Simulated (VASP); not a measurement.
# BiTe (R-3m) in VASP: further runs

BiTe is run at these levels: LDA; tasks: single point, relaxation of volume and atoms at fixed shape.

Everything below comes from runs of VASP 6.6.1. Logs are shortened: lines on timing, memory, paths and dates and some standing lists are left out, and cuts for length are marked.

## Step 1: The cell of the first run

The structure is trigonal, space group R-3m (No. 166). Conventional cell: a = 4.730 Å, b = 4.730 Å, c = 9.714 Å, α = 90.00°, β = 90.00°, γ = 120.00°. Bi (site symmetry -3m) has 6 Te at 3.17 Å and 6 Bi at 4.24 Å within 4.3 Å. Within 4.3 Å of Te (site symmetry -3m) lie 6 Bi at 3.17 Å and 6 Te at 4.24 Å.

## Step 2: Single point, LDA

The input, INCAR:

```
  PREC = Accurate
  ENCUT = 520
  EDIFF = 1E-7
  ISMEAR = 1
  SIGMA = 0.1
  LREAL = False
  LASPH = True
  NELM = 80
  ALGO = Normal
  ISIF = 2
  LWAVE = False
  LCHARG = False
  GGA = CA
  NBANDS = 18
```

The input, KPOINTS:

```
Automatic mesh
0
Gamma
  6 6 6
```

The input, POSCAR:

```
BiTe
1.0
    2.3647702135      1.3653007177      3.2379609671
   -2.3647702135      1.3653007177      3.2379609671
    0.0000000000     -2.7306014402      3.2379609650
Bi Te
1 1
Direct
    0.5000000000      0.5000000000      0.5000000000
    0.0000000000      0.0000000000      0.0000000000
```

Potentials or basis: VASP PAW LDA potentials, release 64 (Bi_d, Te).

Run with:

```sh
cat potpaw_LDA.64/Bi_d/POTCAR potpaw_LDA.64/Te/POTCAR > POTCAR
mpirun -np 1 vasp_std > vasp.out
```

OUTCAR:

```text
PREC = Accurate
   ENCUT = 520
   EDIFF = 1E-7
   ISMEAR = 1
   LREAL = False
   LASPH = True
   NELM = 80
   ISIF = 2
   GGA = CA

 ion  position               nearest neighbor table
   1  0.500  0.500  0.500-   2 3.17   2 3.17   2 3.17   2 3.17   2 3.17   2 3.17
   2  0.000  0.000  0.000-   1 3.17   1 3.17   1 3.17   1 3.17   1 3.17   1 3.17

  LATTYP: Found a trigonal (rhomboedric) cell.
 ALAT       =     4.2356316456
 COS(alpha) =     0.3765932222

  Lattice vectors:

 A1 = (   2.3647702135,   1.3653007177,   3.2379609671)
 A2 = (  -2.3647702135,   1.3653007177,   3.2379609671)
 A3 = (   0.0000000000,  -2.7306014402,   3.2379609650)

Analysis of symmetry for initial positions (statically):
=====================================================================
 Subroutine PRICEL returns:
 Original cell was already a primitive cell.

 Routine SETGRP: Setting up the symmetry group for a
 trigonal (rhombohedral) supercell.

 Subroutine GETGRP returns: Found 12 space group operations
 (whereof 12 operations were pure point group operations)
 out of a pool of 12 trial point group operations.

The static configuration has the point symmetry D_3d.

Analysis of symmetry for dynamics (positions and initial velocities):
=====================================================================
 Subroutine PRICEL returns:
 Original cell was already a primitive cell.

 Routine SETGRP: Setting up the symmetry group for a
 trigonal (rhombohedral) supercell.

 Subroutine GETGRP returns: Found 12 space group operations
 (whereof 12 operations were pure point group operations)
 out of a pool of 12 trial point group operations.

The dynamic configuration has the point symmetry D_3d.

 Subroutine INISYM returns: Found 12 space group operations
 (whereof 12 operations are pure point group operations),
 and found     1 'primitive' translations

----------------------------------------------------------------------------------------

                                     Primitive cell

  volume of cell :      62.7249

  direct lattice vectors                    reciprocal lattice vectors
     2.364770213  1.365300718  3.237960967     0.211437034  0.122073228  0.102945445
    -2.364770213  1.365300718  3.237960967    -0.211437034  0.122073228  0.102945445
[... 74 lines left out ...]
   NGXF,Y,Z  is equivalent  to a cutoff of  25.12, 25.12, 25.12 a.u.
 SYSTEM =  unknown system
   PREC   = accura    normal or accurate (medium, high low for compatibility)
   ISTART =      0    job   : 0-new  1-cont  2-samecut
   ICHARG =      2    charge: 1-file 2-atom 10-const
   ISPIN  =      1    spin polarized calculation?
   LNONCOLLINEAR =      F non collinear calculations
   LSORBIT =      F    spin-orbit coupling
   LASPH  =      T    aspherical Exc in radial PAW
   ENCUT  =  520.0 eV  38.22 Ry    6.18 a.u.   7.88  7.88  7.88*2*pi/ulx,y,z
   NELM   =     80;   NELMIN=  2; NELMDL= -5     # of ELM steps
   EDIFF  = 0.1E-06   stopping-criterion for ELM
   LREAL  =      F    real-space projection
   EDIFFG = 0.1E-05   stopping-criterion for IOM
   NSW    =      0    number of steps for IOM
   IBRION =     -1    ionic relax: 0-MD 1-quasi-New 2-CG
   NFREE  =      0    steps in history (QN), initial steepest desc. (CG)
   ISIF   =      2    stress and relaxation
   ISYM   =      2    0-nonsym 1-usesym 2-fastsym
   POTIM  = 0.5000    time-step for ionic-motion
   TEBEG  =    0.0;   TEEND  =   0.0 temperature during run
   PSTRESS=    0.0 pullay stress
   NELECT =      21.0000    total number of electrons
   NUPDOWN=      -1.0000    fix difference up-down
   EMIN   =  10.00;   EMAX   =-10.00  energy-range for DOS
   EFERMI =   0.00;   METHOD = LEGACY
   ISMEAR =     1;   SIGMA  =   0.10  broadening in eV -4-tet -1-fermi 0-gaus
   EFERMI_NEDOS =   21; number of points for ismear=-14 and -15
   IALGO  =     38    algorithm
   IMIX   =      4    mixing-type and parameters
     AMIX     =   0.40;   BMIX     =  1.00
     AMIX_MAG =   1.60;   BMIX_MAG =  1.00
  volume/ion in A,a.u.               =      31.36       211.64
  Fermi-wavevector in a.u.,A,eV,Ry     =   1.136758  2.148160 17.581693  1.292218
  Thomas-Fermi vector in A             =   2.273463
   LORBIT       =      0    0 simple, 1 ext, 2 COOP (PROOUT), +10 PAW based schemes
   GGA     = CA    functional components
   LHFCALC =     F    Hartree Fock is set to
   AEXX    =    0.0000 exact exchange contribution
   IVDW    =     0    specifies the selected vdW correction
   LEPSILON=     F    determine dielectric tensor
   LRPA    =     F    only Hartree local field effects (RPA)
 non-spin polarized calculation
 Methfessel and Paxton  Order N= 1 SIGMA  =   0.10
  energy-cutoff  :      520.00
  volume of cell :       62.72
 maximum number of plane-waves:      1708
   NGX = 15   NGY = 15   NGZ = 15

 number of electron      21.0000006 magnetization

 Free energy of the ion-electron system (eV)
  ---------------------------------------------------
  ext. energy  EPLUGINS =         0.00000000
  ---------------------------------------------------
  free energy    TOTEN  =        -8.54322023 eV

  energy without entropy =       -8.54343881  energy(sigma->0) =       -8.54329309

 E-fermi :   7.3220     XC(G=0): -10.0348

 val. band max:        7.2919705978   @ k =   0.5000   0.3333   0.1667
 cond. band min:       7.4065725449   @ k =   0.3333   0.3333   0.1667
 fundamental gap:      0.1146019471
 Fermi energy:         7.3220485730

 k-point     1 :       0.0000    0.0000    0.0000
  band No.  band energies     occupation
      1     -15.8119      2.00000
      2     -15.8119      2.00000
      3     -15.7987      2.00000
      4     -15.7987      2.00000
      5     -15.7747      2.00000
      6      -6.6405      2.00000
[... 481 lines left out ...]
      5     -15.7707      2.00000
      6      -4.2810      2.00000
[... 10 lines left out ...]
     17      17.1828      0.00000
     18      18.2853      0.00000

 [... further k-points ...]
[... 5 lines left out ...]
  --------------------------------------------------------------------------------------
  -------------------------------------------------------------------------------------
  Total        0.1545766      0.1545766     -0.2479004      0.0000000      0.0000000      0.0000000
  in kB        3.9483365      3.9483365     -6.3321000      0.0000000      0.0000000      0.0000000
  external PRESSURE =       0.5215243 kB  Pullay stress =       0.0000000 kB

 VOLUME and BASIS-vectors are now :
 -----------------------------------------------------------------------------
  energy-cutoff  :      520.00
  volume of cell :       62.72
      direct lattice vectors                 reciprocal lattice vectors
     2.364770213  1.365300718  3.237960967     0.211437034  0.122073228  0.102945445
    -2.364770213  1.365300718  3.237960967    -0.211437034  0.122073228  0.102945445
     0.000000000 -2.730601440  3.237960965     0.000000000 -0.244146457  0.102945445

 POSITION                                       TOTAL-FORCE (eV/Angst)
 -----------------------------------------------------------------------------------
      0.00000     -0.00000      4.85694         0.000000      0.000000     -0.000000
      0.00000      0.00000      0.00000        -0.000000     -0.000000      0.000000
 -----------------------------------------------------------------------------------
    total drift:                               -0.000000      0.000000     -0.000000

  FREE ENERGIE OF THE ION-ELECTRON SYSTEM (eV)
  ---------------------------------------------------
  free  energy   TOTEN  =        -8.5432202303 eV

  energy  without entropy=       -8.5434388143  energy(sigma->0) =       -8.54329309
```

stdout:

```text
POSCAR found type information on POSCAR BiTe
 POSCAR found :  2 types and       2 ions
 scaLAPACK will be used
 LDA part: xc-table for (Slater(with rela. corr.)+CA(PZ))
 , standard interpolation
 POSCAR, INCAR and KPOINTS ok, starting setup
 FFT: planning ... GRIDC
 FFT: planning ... GRID_SOFT
 FFT: planning ... GRID
 WAVECAR not read
 entering main loop
```

It took 13 s on 1 thread of Intel Xeon Platinum 8559C (Emerald Rapids), shared host; peak memory 0.17 GiB.

Results:

- Free energy: -8.5432 eV
- Pressure: 0.1 GPa
- Band gap on the k mesh: zero (an odd number of electrons rules out a gap without spin polarisation)

Caveat: spin-orbit coupling is left out, which moves the levels of the heavy elements.

## Step 3: Relaxation of volume and atoms at fixed shape, LDA

This run uses another cell than the first one, of 33.72 Å³/atom.

The input, INCAR:

```
ALGO     = Normal         # electronic algorithm
EDIFF    = 1E-6           # SCF threshold, eV
EDIFFG   = -0.02          # ionic threshold
ENCUT    = 600            # plane-wave cutoff, eV
IBRION   = 2              # ionic algorithm
ISIF     = 8              # what is computed and relaxed
ISMEAR   = 1              # smearing method
LASPH    = T              # aspherical terms in the spheres
LCHARG   = F              # write CHGCAR
LREAL    = F              # projectors in reciprocal space
LWAVE    = F              # write WAVECAR
NELM     = 80             # most SCF steps
NSW      = 60             # ionic steps
PREC     = Accurate       # precision mode
SIGMA    = 0.1            # smearing width, eV
```

The input, KPOINTS:

```
k-points
0
Gamma
  6 6 6
```

The input, POSCAR:

```
BiTe
1.0
    2.4227077700      1.3987509800      3.3172919500
   -2.4227077700      1.3987509800      3.3172919500
    0.0000000000     -2.7975019700      3.3172919500
Bi Te
1 1
Direct
    0.5000000000      0.5000000000      0.5000000000
    0.0000000000      0.0000000000      0.0000000000
```

Potentials or basis: VASP PAW LDA potentials, release 64 (Bi_d, Te).

Run with:

```sh
cat potpaw_LDA.64/Bi_d/POTCAR potpaw_LDA.64/Te/POTCAR > POTCAR
mpirun -np 1 vasp_std > vasp.out
```

OUTCAR:

```text
EDIFF = 1E-6
   EDIFFG = -0.02
   ENCUT = 600
   IBRION = 2
   ISIF = 8
   ISMEAR = 1
   LASPH = T
   LREAL = F
   NELM = 80
   NSW = 60
   PREC = Accurate

 ion  position               nearest neighbor table
   1  0.500  0.500  0.500-   2 3.25   2 3.25   2 3.25   2 3.25   2 3.25   2 3.25
   2  0.000  0.000  0.000-   1 3.25   1 3.25   1 3.25   1 3.25   1 3.25   1 3.25

  LATTYP: Found a trigonal (rhomboedric) cell.
 ALAT       =     4.3394058492
 COS(alpha) =     0.3765932219

  Lattice vectors:

 A1 = (   2.4227077700,   1.3987509800,   3.3172919500)
 A2 = (  -2.4227077700,   1.3987509800,   3.3172919500)
 A3 = (   0.0000000000,  -2.7975019700,   3.3172919500)

Analysis of symmetry for initial positions (statically):
=====================================================================
 Subroutine PRICEL returns:
 Original cell was already a primitive cell.

 Routine SETGRP: Setting up the symmetry group for a
 trigonal (rhombohedral) supercell.

 Subroutine GETGRP returns: Found 12 space group operations
 (whereof 12 operations were pure point group operations)
 out of a pool of 12 trial point group operations.

The static configuration has the point symmetry D_3d.

Analysis of symmetry for dynamics (positions and initial velocities):
=====================================================================
 Subroutine PRICEL returns:
 Original cell was already a primitive cell.

 Routine SETGRP: Setting up the symmetry group for a
 trigonal (rhombohedral) supercell.

[... 152 lines left out ...]
  free energy    TOTEN  =        -8.48837150 eV

  energy without entropy =       -8.48713538  energy(sigma->0) =       -8.48795946

 E-fermi :   6.4097     XC(G=0):  -9.7142

 val. band max:        6.3994135570   @ k =   0.5000   0.3333   0.1667
 cond. band min:       6.4487952725   @ k =   0.3333   0.3333   0.1667
 fundamental gap:      0.0493817155
 Fermi energy:         6.4097314553

 k-point     1 :       0.0000    0.0000    0.0000
  band No.  band energies     occupation
      1     -16.6882      2.00000
      2     -16.6882      2.00000
      3     -16.6777      2.00000
      4     -16.6777      2.00000
      5     -16.6607      2.00000
      6      -7.0352      2.00000
      7      -1.8612      2.00000
      8       3.5587      2.00000
      9       3.5587      2.00000
     10       4.8668      2.00000
     11       8.3066     -0.00000
     12       8.9230      0.00000
     13       8.9230      0.00000
     14      10.5441      0.00000
[... 462 lines left out ...]
--------------------------------------- Ionic step        3  -------------------------------------------

 number of electron      20.9999997 magnetization

 Free energy of the ion-electron system (eV)
  ---------------------------------------------------
  ext. energy  EPLUGINS =         0.00000000
  ---------------------------------------------------
  free energy    TOTEN  =        -8.54355536 eV

  energy without entropy =       -8.54373569  energy(sigma->0) =       -8.54361547

 E-fermi :   7.2992     XC(G=0): -10.0271

 val. band max:        7.2694810469   @ k =   0.5000   0.3333   0.1667
 cond. band min:       7.3823237779   @ k =   0.3333   0.3333   0.1667
 fundamental gap:      0.1128427310
 Fermi energy:         7.2991944800

 k-point     1 :       0.0000    0.0000    0.0000
  band No.  band energies     occupation
      1     -15.8342      2.00000
      2     -15.8342      2.00000
      3     -15.8211      2.00000
      4     -15.8211      2.00000
      5     -15.7973      2.00000
      6      -6.6506      2.00000
      7      -0.7145      2.00000
      8       4.2266      2.00000
      9       4.2266      2.00000
     10       5.6442      2.00000
     11       9.3635      0.00000
     12       9.9958      0.00000
     13       9.9958      0.00000
     14      11.2991      0.00000
[... 420 lines left out ...]
  FREE ENERGIE OF THE ION-ELECTRON SYSTEM (eV)
  ---------------------------------------------------
  free  energy   TOTEN  =        -8.5435553629 eV

  energy  without entropy=       -8.5437356860  energy(sigma->0) =       -8.54361547

 reached required accuracy - stopping structural energy minimisation
```

OSZICAR:

```text
N       E                     dE             d eps       ncg     rms          rms(c)
DAV:   1     0.160603597010E+03    0.16060E+03   -0.10997E+04   896   0.161E+03
DAV:   2     0.327857659674E+01   -0.15733E+03   -0.15544E+03   962   0.377E+02
[... 22 lines left out ...]
DAV:   1    -0.885565069340E+01   -0.33158E+00   -0.93300E+00  1082   0.527E+01    0.308E+00
DAV:   2    -0.859781117455E+01    0.25784E+00   -0.48148E-01  1088   0.122E+01    0.126E+00
DAV:   3    -0.854317442783E+01    0.54637E-01   -0.22265E-01  1114   0.730E+00    0.209E-01
DAV:   4    -0.854351710987E+01   -0.34268E-03   -0.48709E-03   896   0.649E-01    0.274E-01
DAV:   5    -0.854363007009E+01   -0.11296E-03   -0.15275E-03  1224   0.505E-01    0.666E-02
DAV:   6    -0.854355560394E+01    0.74466E-04   -0.34997E-04  1124   0.322E-01    0.130E-02
DAV:   7    -0.854355536286E+01    0.24107E-06   -0.77838E-06  1030   0.246E-02
   3 F= -.85435554E+01 E0= -.85436155E+01  d E =-.551839E-01
```

CONTCAR:

```text
BiTe
   1.00000000000000
     2.3661384657670896    1.3660906770474481    3.2398344456849277
    -2.3661384657670896    1.3660906770474481    3.2398344456849277
     0.0000000000000000   -2.7321813638613999    3.2398344456849277
  Bi              Te
     1     1
Direct
     0.5000000000000000    0.5000000000000000    0.5000000000000000
     0.0000000000000000    0.0000000000000000    0.0000000000000000

  0.00000000E+00  0.00000000E+00  0.00000000E+00
  0.00000000E+00  0.00000000E+00  0.00000000E+00
```

Run time: 36 s. Hardware: 1 thread of Intel Xeon Platinum 8559C (Emerald Rapids), shared host; peak memory 0.2 GiB.

What came out:

```yaml
Free_energy: -8.5436 eV
Relaxed_volume: 31.42 Å³/atom
Relaxed_cell: a = 4.238 Å, b = 4.238 Å, c = 4.238 Å, α = 67.88°, β = 67.88°, γ = 67.88°
Space_group_after_relaxing_to_0.1_Å: R-3m (No. 166)
Energy_gained_by_relaxing: 27.6 meV/atom
Ionic_steps: 3
Pressure_after_relaxing: 0.0 GPa
Band_gap_on_the_k_mesh: zero (an odd number of electrons rules out a gap without spin polarisation)
```

Step by step:
```
step  energy change (eV)  largest force (eV/Å)  pressure (GPa)  volume (Å³)
   1              0.0000                0.0000           -3.59        67.45
   2             -0.0357                0.0000            2.66        60.35
   3             -0.0552                0.0000           -0.02        62.83
```

Final structure:
```xyz
2
Lattice="2.3661 1.3661 3.2398 -2.3661 1.3661 3.2398 0.0000 -2.7322 3.2398" Properties=species:S:1:pos:R:3 pbc="T T T"
Bi    0.0000    0.0000    4.8598
Te    0.0000    0.0000    0.0000
```

Caveat: spin-orbit coupling is left out, which moves the levels of the heavy elements.
